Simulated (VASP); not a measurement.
# Lu (P6_3/mmc) in VASP: a series of runs

Lu is run at these levels: PBE; tasks: single point.

Everything below comes from runs of VASP 6.6.1. Logs are shortened: lines on timing, memory, paths and dates and some standing lists are left out, and cuts for length are marked.

## (1) The cell of the first run

The structure is hexagonal, space group P6_3/mmc (No. 194). Conventional cell: a = 2.717 Å, b = 2.717 Å, c = 4.552 Å, α = 90.00°, β = 90.00°, γ = 120.00°. Lu (site symmetry -6m2) has 12 Lu at 2.72 to 2.76 Å within 3.6 Å.

## (2) Single point, PBE

INCAR

```
  PREC = Accurate
  ENCUT = 520
  EDIFF = 1E-6
  ISMEAR = -1
  SIGMA = 0.05
  LREAL = F
  LASPH = T
  NELM = 100
  ALGO = Normal
  ISIF = 2
  LWAVE = F
  LCHARG = T
  GGA = PE
  LELF = T
  LVHAR = T
  NBANDS = 32
```

KPOINTS

```
Automatic mesh
0
Gamma
  14 14 8
```

POSCAR

```
Lu
1.0
    2.7168551433      0.0000000000      0.0000000000
   -1.3584275717      2.3528655725      0.0000000000
    0.0000000000      0.0000000000      4.5522873736
Lu
2
Direct
    0.3333333333      0.6666666667      0.2500000000
    0.6666666667      0.3333333333      0.7500000000
```

Potentials or basis: VASP PAW PBE potentials, release 64 (Lu).

Started as:

```console
cat potpaw_PBE.64/Lu/POTCAR > POTCAR
mpirun -np 1 vasp_std > vasp.out
```

OUTCAR:

```text
PREC = Accurate
   ENCUT = 520
   EDIFF = 1E-6
   ISMEAR = -1
   LREAL = F
   LASPH = T
   NELM = 100
   ISIF = 2
   GGA = PE

 ion  position               nearest neighbor table
   1  0.333  0.667  0.250-   2 2.76   2 2.76   2 2.76   2 2.76   2 2.76   2 2.76
   2  0.667  0.333  0.750-   1 2.76   1 2.76   1 2.76   1 2.76   1 2.76   1 2.76

  LATTYP: Found a hexagonal cell.
 ALAT       =     2.7168551433
 C/A-ratio  =     1.6755723561

  Lattice vectors:

 A1 = (   2.7168551433,   0.0000000000,   0.0000000000)
 A2 = (  -1.3584275717,   2.3528655725,   0.0000000000)
 A3 = (   0.0000000000,   0.0000000000,   4.5522873736)

Analysis of symmetry for initial positions (statically):
=====================================================================
 Subroutine PRICEL returns:
 Original cell was already a primitive cell.

 Routine SETGRP: Setting up the symmetry group for a
 hexagonal supercell.

 Subroutine GETGRP returns: Found 24 space group operations
 (whereof 12 operations were pure point group operations)
 out of a pool of 24 trial point group operations.

The static configuration has the point symmetry D_3d.
 The point group associated with its full space group is D_6h.

Analysis of symmetry for dynamics (positions and initial velocities):
=====================================================================
 Subroutine PRICEL returns:
 Original cell was already a primitive cell.

 Routine SETGRP: Setting up the symmetry group for a
 hexagonal supercell.

 Subroutine GETGRP returns: Found 24 space group operations
 (whereof 12 operations were pure point group operations)
 out of a pool of 24 trial point group operations.

The dynamic configuration has the point symmetry D_3d.
 The point group associated with its full space group is D_6h.

 Subroutine INISYM returns: Found 24 space group operations
 (whereof 12 operations are pure point group operations),
 and found     1 'primitive' translations

----------------------------------------------------------------------------------------

                                     Primitive cell

  volume of cell :      29.1000

  direct lattice vectors                    reciprocal lattice vectors
     2.716855143  0.000000000  0.000000000     0.368072623  0.212506828  0.000000000
    -1.358427572  2.352865572  0.000000000     0.000000000  0.425013656  0.000000000
     0.000000000  0.000000000  4.552287374     0.000000000  0.000000000  0.219669788

  length of vectors
     2.716855143  2.716855143  4.552287374     0.425013656  0.425013656  0.219669788

  position of ions in fractional coordinates (direct lattice)
     0.333333333  0.666666667  0.250000000
     0.666666667  0.333333333  0.750000000

  ion indices of the primitive-cell ions
   primitive index   ion index
                 1           1
                 2           2

----------------------------------------------------------------------------------------

 KPOINTS: Automatic mesh

Automatic generation of k-mesh.
 Grid dimensions read from file:
 generate k-points for:   14   14    8

 Generating k-lattice:

  Cartesian coordinates                     Fractional coordinates (reciprocal lattice)
     0.026290902  0.015179059  0.000000000     0.071428571  0.000000000  0.000000000
     0.000000000  0.030358118  0.000000000     0.000000000  0.071428571  0.000000000
     0.000000000  0.000000000  0.027458723     0.000000000  0.000000000  0.125000000

  Length of vectors
     0.030358118  0.030358118  0.027458723

  Shift w.r.t. Gamma in fractional coordinates (k-lattice)
     0.000000000  0.000000000  0.000000000

 Subroutine IBZKPT returns following result:
 ===========================================

 Found    120 irreducible k-points:

 Following reciprocal coordinates:
            Coordinates               Weight
  0.000000  0.000000  0.000000      1.000000
  0.071429  0.000000  0.000000      6.000000
  0.142857  0.000000  0.000000      6.000000
  0.214286  0.000000  0.000000      6.000000
  0.285714  0.000000  0.000000      6.000000
  0.357143  0.000000  0.000000      6.000000
[... 16 lines left out ...]
  0.285714  0.285714  0.000000      6.000000
  0.357143  0.285714  0.000000      6.000000
 [... further k-points ...]
   k-points           NKPTS =    120   k-points in BZ     NKDIM =    120   number of bands    NBANDS=     32
   number of dos      NEDOS =    301   number of ions     NIONS =      2
   total plane-waves  NPLWV =  14400
   dimension x,y,z NGX =    20 NGY =   20 NGZ =   36
   dimension x,y,z NGXF=    40 NGYF=   40 NGZF=   72
   ions per type =               2
   NGX,Y,Z   is equivalent  to a cutoff of  12.24, 12.24, 13.15 a.u.
   NGXF,Y,Z  is equivalent  to a cutoff of  24.48, 24.48, 26.29 a.u.
 SYSTEM =  unknown system
   PREC   = accura    normal or accurate (medium, high low for compatibility)
   ISTART =      0    job   : 0-new  1-cont  2-samecut
   ICHARG =      2    charge: 1-file 2-atom 10-const
   ISPIN  =      1    spin polarized calculation?
   LNONCOLLINEAR =      F non collinear calculations
   LSORBIT =      F    spin-orbit coupling
   LASPH  =      T    aspherical Exc in radial PAW
   ENCUT  =  520.0 eV  38.22 Ry    6.18 a.u.   5.05  5.05  8.46*2*pi/ulx,y,z
   NELM   =    100;   NELMIN=  2; NELMDL= -5     # of ELM steps
   EDIFF  = 0.1E-05   stopping-criterion for ELM
   LREAL  =      F    real-space projection
   EDIFFG = 0.1E-04   stopping-criterion for IOM
   NSW    =      0    number of steps for IOM
   IBRION =     -1    ionic relax: 0-MD 1-quasi-New 2-CG
   NFREE  =      0    steps in history (QN), initial steepest desc. (CG)
   ISIF   =      2    stress and relaxation
   ISYM   =      2    0-nonsym 1-usesym 2-fastsym
   POTIM  = 0.5000    time-step for ionic-motion
   TEBEG  =    0.0;   TEEND  =   0.0 temperature during run
   PSTRESS=    0.0 pullay stress
   NELECT =      50.0000    total number of electrons
   NUPDOWN=      -1.0000    fix difference up-down
   EMIN   =  10.00;   EMAX   =-10.00  energy-range for DOS
   EFERMI =   0.00;   METHOD = LEGACY
   ISMEAR =    -1;   SIGMA  =   0.05  broadening in eV -4-tet -1-fermi 0-gaus
   EFERMI_NEDOS =   21; number of points for ismear=-14 and -15
   IALGO  =     38    algorithm
   IMIX   =      4    mixing-type and parameters
     AMIX     =   0.40;   BMIX     =  1.00
     AMIX_MAG =   1.60;   BMIX_MAG =  1.00
  volume/ion in A,a.u.               =      14.55        98.19
  Fermi-wavevector in a.u.,A,eV,Ry     =   1.960802  3.705379 52.310925  3.844745
  Thomas-Fermi vector in A             =   2.985869
   LORBIT       =      0    0 simple, 1 ext, 2 COOP (PROOUT), +10 PAW based schemes
   GGA     = PE    functional components
   LHFCALC =     F    Hartree Fock is set to
   AEXX    =    0.0000 exact exchange contribution
   IVDW    =     0    specifies the selected vdW correction
   LEPSILON=     F    determine dielectric tensor
   LRPA    =     F    only Hartree local field effects (RPA)
 non-spin polarized calculation
  energy-cutoff  :      520.00
  volume of cell :       29.10
 maximum number of plane-waves:       800
   NGX = 11   NGY = 11   NGZ = 17

 number of electron      50.0000021 magnetization

 Free energy of the ion-electron system (eV)
  ---------------------------------------------------
  ext. energy  EPLUGINS =         0.00000000
  ---------------------------------------------------
  free energy    TOTEN  =        -3.53689502 eV

  energy without entropy =       -3.52246764  energy(sigma->0) =       -3.52968133

 E-fermi :   5.4921     XC(G=0): -14.6267

 val. band max:        5.4830507666   @ k =   0.2857   0.1429   0.5000
 cond. band min:       5.4938357376   @ k =   0.2857   0.2857   0.3750
 fundamental gap:      0.0107849710
 Fermi energy:         5.4921007239

 k-point     1 :       0.0000    0.0000    0.0000
  band No.  band energies     occupation
      1     -50.3952      2.00000
      2     -49.9120      2.00000
      3     -22.9019      2.00000
      4     -19.5917      2.00000
      5     -19.5917      2.00000
      6     -19.3037      2.00000
[... 24 lines left out ...]
     31      11.4391      0.00000
     32      11.4391      0.00000

 k-point     2 :       0.0714    0.0000    0.0000
  band No.  band energies     occupation
      1     -50.3716      2.00000
      2     -49.8985      2.00000
      3     -22.8451      2.00000
      4     -19.7720      2.00000
      5     -19.6433      2.00000
      6     -19.3742      2.00000
[... 24 lines left out ...]
     31      10.9981      0.00000
     32      11.1234      0.00000

 k-point     3 :       0.1429    0.0000    0.0000
  band No.  band energies     occupation
      1     -50.3046      2.00000
      2     -49.8611      2.00000
      3     -22.6794      2.00000
      4     -20.2627      2.00000
      5     -19.8650      2.00000
      6     -19.7808      2.00000
[... 24 lines left out ...]
     31      10.4124      0.00000
     32      10.5935      0.00000

 k-point     4 :       0.2143    0.0000    0.0000
  band No.  band energies     occupation
      1     -50.2043      2.00000
      2     -49.8089      2.00000
      3     -22.4186      2.00000
      4     -20.9355      2.00000
      5     -20.5076      2.00000
      6     -19.9662      2.00000
[... 24 lines left out ...]
     31      10.6714      0.00000
     32      11.9020      0.00000

 k-point     5 :       0.2857    0.0000    0.0000
  band No.  band energies     occupation
      1     -50.0866      2.00000
      2     -49.7550      2.00000
      3     -22.0876      2.00000
      4     -21.6353      2.00000
      5     -21.1545      2.00000
      6     -20.1589      2.00000
[... 584 lines left out ...]
     31      15.4344      0.00000
     32      15.7368      0.00000

 k-point    22 :       0.3571    0.2143    0.0000
  band No.  band energies     occupation
      1     -49.7885      2.00000
      2     -49.6872      2.00000
      3     -22.3723      2.00000
      4     -21.8506      2.00000
      5     -21.1964      2.00000
      6     -21.0216      2.00000
[... 24 lines left out ...]
     31      15.5900      0.00000
     32      15.6261      0.00000

 k-point    23 :       0.2857    0.2857    0.0000
  band No.  band energies     occupation
      1     -49.7789      2.00000
      2     -49.6880      2.00000
      3     -22.1974      2.00000
      4     -21.8166      2.00000
      5     -21.3031      2.00000
      6     -20.9809      2.00000
[... 24 lines left out ...]
     31      15.2692      0.00000
     32      15.3266      0.00000

 k-point    24 :       0.3571    0.2857    0.0000
  band No.  band energies     occupation
      1     -49.7410      2.00000
      2     -49.7012      2.00000
      3     -22.1768      2.00000
      4     -21.6625      2.00000
      5     -21.5623      2.00000
      6     -20.9348      2.00000
[... 24 lines left out ...]
     31      15.0414      0.00000
     32      15.1811      0.00000

 [... further k-points ...]

------------------------ aborting loop because EDIFF is reached ----------------------------------------

  FORCE on cell =-STRESS in cart. coord.  units (eV):
  Direction    XX          YY          ZZ          XY          YZ          ZX
  --------------------------------------------------------------------------------------
  -------------------------------------------------------------------------------------
  Total       18.4676183     18.4676183     18.3093155     -0.0000000      0.0000000      0.0000000
  in kB     1016.7828268   1016.7828268   1008.0670572     -0.0000000      0.0000000      0.0000000
  external PRESSURE =    1013.8775703 kB  Pullay stress =       0.0000000 kB

 VOLUME and BASIS-vectors are now :
 -----------------------------------------------------------------------------
  energy-cutoff  :      520.00
  volume of cell :       29.10
      direct lattice vectors                 reciprocal lattice vectors
     2.716855143  0.000000000  0.000000000     0.368072623  0.212506828  0.000000000
    -1.358427572  2.352865572  0.000000000     0.000000000  0.425013656  0.000000000
     0.000000000  0.000000000  4.552287374     0.000000000  0.000000000  0.219669788

 POSITION                                       TOTAL-FORCE (eV/Angst)
 -----------------------------------------------------------------------------------
     -0.00000      1.56858      1.13807         0.000000      0.000000      0.000000
      1.35843      0.78429      3.41422        -0.000000      0.000000      0.000000
 -----------------------------------------------------------------------------------
    total drift:                                0.000000     -0.000000      0.000000

  FREE ENERGIE OF THE ION-ELECTRON SYSTEM (eV)
  ---------------------------------------------------
  free  energy   TOTEN  =        -3.5368950167 eV

  energy  without entropy=       -3.5224676393  energy(sigma->0) =       -3.52968133
```

Run time: 2 min. Hardware: 1 thread of Intel Xeon 8259CL, shared host; peak memory 0.22 GiB.

Results:

```
Free energy            : -3.5369 eV
Pressure               : 101.4 GPa
Band gap on the k mesh : zero (bands 25 and 26 overlap by 3.31 eV)
```

Caveat: the cell stands under pressure; spin-orbit coupling is left out, which moves the levels of the heavy elements.

## (3) Single point, PBE

This run uses another cell than the first one, of 16.88 Å³/atom.

INCAR

```
SYSTEM = Lu
  PREC = Accurate
  ENCUT = 520
  EDIFF = 1E-7
  ISMEAR = -1
  SIGMA = 0.05
  LREAL = .False.
  LASPH = .True.
  NELM = 80
  ALGO = Normal
  ISIF = 2
  LWAVE = .False.
  LCHARG = .False.
  GGA = PE
  NBANDS = 32
```

KPOINTS

```
Automatic mesh
0
Gamma
  14 14 8
  0 0 0
```

POSCAR

```
Lu
1.0
    2.8769675380      0.0000000000      0.0000000000
   -1.4384837690      2.4915269737      0.0000000000
    0.0000000000      0.0000000000      4.7092386849
Lu
2
Direct
    0.3333333333      0.6666666667      0.2500000000
    0.6666666667      0.3333333333      0.7500000000
```

Potentials or basis: VASP PAW PBE potentials, release 64 (Lu).

Started as:

```console
cat potpaw_PBE.64/Lu/POTCAR > POTCAR
mpirun -np 1 vasp_std > vasp.out
```

Run time: 2.6 min. Hardware: 1 thread of Intel Xeon 8259CL, shared host; peak memory 0.24 GiB.

It converged, with:

- Free energy: -5.8591 eV
- Pressure: 61.6 GPa
- Band gap on the k mesh: zero (bands 25 and 26 overlap by 3.16 eV)

Levels at points of the mesh, in eV from the Fermi level:
```tsv
k point	band 22	band 23	band 24	band 25	band 26	band 27	band 28	band 29
(0.00, 0.00, 0.00)	-4.33	-4.32	-3.62	2.53	2.58	2.58	3.31	3.78
(0.50, 0.00, 0.00)	-4.33	-3.06	-2.63	-2.29	1.70	2.23	2.51	3.61
(0.00, 0.00, 0.50)	-4.38	-4.33	-4.33	1.29	1.29	2.52	2.52	2.52
(0.50, 0.00, 0.50)	-4.40	-3.41	-3.41	-0.63	-0.63	4.20	4.20	5.06
```

Caveat: the cell stands under pressure; spin-orbit coupling is left out, which moves the levels of the heavy elements.

## (4) Single point, PBE (16.88 Å³/atom)

This run uses another cell than the first one, of 16.88 Å³/atom.

INCAR

```
SYSTEM = Lu
ALGO = Normal
EDIFF = 1E-7
ENCUT = 520
GGA = PE
ISIF = 2
ISMEAR = -1
LASPH = .True.
LCHARG = .True.
LELF = .True.
LREAL = .False.
LVHAR = .True.
LWAVE = .False.
NBANDS = 32
NELM = 100
PREC = Accurate
SIGMA = 0.05
```

KPOINTS

```
k-points
0
Gamma
  14 14 8
  0 0 0
```

POSCAR

```
Lu
1.0
    2.8769675380      0.0000000000      0.0000000000
   -1.4384837690      2.4915269738      0.0000000000
    0.0000000000      0.0000000000      4.7092386849
Lu
2
Direct
    0.3333333333      0.6666666667      0.2500000000
    0.6666666667      0.3333333333      0.7500000000
```

Started as:

```console
cat potpaw_PBE.64/Lu/POTCAR > POTCAR
mpirun -np 1 vasp_std > vasp.out
```

Wall time 2.6 min (1 thread of Intel Xeon 8259CL, shared host); peak memory 0.24 GiB.

It converged, with:

| Quantity | Value |
| --- | --- |
| Free energy | -5.8591 eV |
| Pressure | 61.6 GPa |
| Band gap on the k mesh | zero (bands 25 and 26 overlap by 3.16 eV) |

Levels at points of the mesh, in eV from the Fermi level:
| k point | band 21 | band 22 | band 23 | band 24 | band 25 | band 26 | band 27 | band 28 | band 29 | band 30 |
| --- | --- | --- | --- | --- | --- | --- | --- | --- | --- | --- |
| (0.00, 0.00, 0.00) | -4.39 | -4.33 | -4.32 | -3.62 | 2.53 | 2.58 | 2.58 | 3.31 | 3.78 | 3.78 |
| (0.50, 0.00, 0.00) | -4.39 | -4.33 | -3.06 | -2.63 | -2.29 | 1.70 | 2.23 | 2.51 | 3.61 | 10.37 |
| (0.00, 0.00, 0.50) | -4.38 | -4.38 | -4.33 | -4.33 | 1.29 | 1.29 | 2.52 | 2.52 | 2.52 | 2.52 |
| (0.50, 0.00, 0.50) | -4.40 | -4.40 | -3.41 | -3.41 | -0.63 | -0.63 | 4.20 | 4.20 | 5.06 | 5.06 |

Caveat: the cell stands under pressure; spin-orbit coupling is left out, which moves the levels of the heavy elements.
